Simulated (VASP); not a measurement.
KBr: single point with PBE

Crystal: KBr.

```
K Br
1.0
     4.05248    0.00000    0.00000
     0.00000    4.05248    0.00000
     0.00000    0.00000    4.05248
K Br
1 1
Direct
  0.00000 0.00000 0.00000
  0.50000 0.50000 0.50000
```

This cell differs from its parent crystal: strained.

```json
{
  "Program": "VASP 6.6.1",
  "Task": "single point",
  "Functional": "PBE",
  "Potentials or basis": "VASP PAW PBE potentials, release 64 (K_sv, Br)",
  "Cutoff": "520 eV",
  "k mesh": "6 × 6 × 6",
  "Occupations": "gaussian, width 0.02 eV",
  "Spin": "no spin polarisation",
  "Dipole correction": "no",
  "Further INCAR settings": "ALGO = Normal; EDIFF = 1e-06; NBANDS = 15"
}
```

The pressure is -0.2 GPa and the band gap on the k mesh is 3.84 eV, indirect (least direct gap 4.10 eV).

Levels at points of the mesh, in eV from the valence-band top:
| k point | band 4 | band 5 | band 6 | band 7 | band 8 | band 9 | band 10 | band 11 | band 12 | band 13 |
| --- | --- | --- | --- | --- | --- | --- | --- | --- | --- | --- |
| (0.00, 0.00, 0.00) | -12.10 | -12.10 | -0.26 | -0.26 | -0.26 | 3.84 | 5.86 | 5.86 | 9.64 | 9.64 |
| (0.50, 0.00, 0.00) | -12.09 | -11.90 | -1.92 | -0.23 | -0.23 | 6.46 | 7.17 | 7.62 | 8.91 | 9.63 |
| (0.50, 0.50, 0.00) | -12.24 | -12.07 | -1.37 | -1.37 | 0.00 | 5.22 | 6.49 | 8.05 | 8.05 | 10.23 |
| (0.50, 0.50, 0.50) | -12.21 | -12.21 | -1.40 | -1.40 | -1.40 | 7.39 | 7.39 | 7.39 | 9.36 | 9.36 |

Wall time 14 s on 1 thread of Intel(R) Xeon(R) Platinum 8259CL CPU @ 2.50GHz (Skylake/Cascade Lake), with other jobs on the host, peak memory 0.17 GiB.

Caveat: the cell differs from its parent crystal (strained). A k mesh can miss the band edges.
